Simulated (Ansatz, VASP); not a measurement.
**One calculation of ZrS, two programs**

INCAR

```
SYSTEM = ZrS
ALGO = Normal ; EDIFF = 1E-7
ENCUT = 520 ; GGA = PS
ISIF = 2 ; ISMEAR = 0
LASPH = .TRUE. ; LCHARG = .FALSE.
LREAL = .FALSE. ; LWAVE = .FALSE.
NBANDS = 16 ; NELM = 100
PREC = Accurate ; SIGMA = 0.15
```

File KPOINTS:

```
k-points
0
G
  20 20 20
  0 0 0
```

Contents of POSCAR:

```
ZrS
1.0
    0.0000000000      2.6056772593      2.6056772593
    2.5830753500      0.0226019093      2.5830753500
    2.5830753500      2.5830753500      0.0226019093
Zr S
1 1
Direct
    0.0000000000      0.0000000000      0.0000000000
    0.5000000000      0.5000000000      0.5000000000
```

Input for Ansatz:

```yaml
crystal:
  lattice:
    - [0.0, 2.6056772593, 2.6056772593]
    - [2.58307535, 0.0226019093, 2.58307535]
    - [2.58307535, 2.58307535, 0.0226019093]
  atoms:
    - { symbol: Zr, position: [0.0, 0.0, 0.0] }
    - { symbol: S, position: [0.5, 0.5, 0.5] }
basis:
  ecutwfc: 420
kpoints:
  mp_grid: { grid: [20, 20, 20] }
hamiltonian:
  xc: pbesol
scf:
  occupations: { method: gaussian, width: 0.15 }
output:
  forces: true
  stress: true
  eigenvalues: true
```

Change from the starting cell: strain +0.0175 x Voigt [0, 0, 0, 1, 0, 0], atoms carried along.

Alike in both runs: task single point; functional PBEsol; k mesh 20 × 20 × 20; occupations gaussian, width 0.15 eV; no spin polarisation.

```csv
,VASP,Ansatz
version,VASP 6.6.1,Ansatz 0.2.0
potentials or method,"VASP PAW PBE potentials, release 64 (Zr_sv, S), cutoff 520 eV","scalar-relativistic, plane waves, PAW"
valence electrons in the cell,18,18
```

|  | VASP | Ansatz | Ansatz less VASP |
| --- | --- | --- | --- |
| gap on the k mesh at the Fermi level (eV) | none | none | - |
| pressure (GPa) | 0.2 | 0.0 | -0.22 |
| traceless stress, the component that is largest in VASP (GPa) | -0.52 | -0.53 | -0.009 |

VASP's potentials were made for PBE, not for PBEsol. A gap of «none» marks a metal or a gap that the smearing closes. The functional is the same, so the differences come from potentials, cutoffs and numerics.
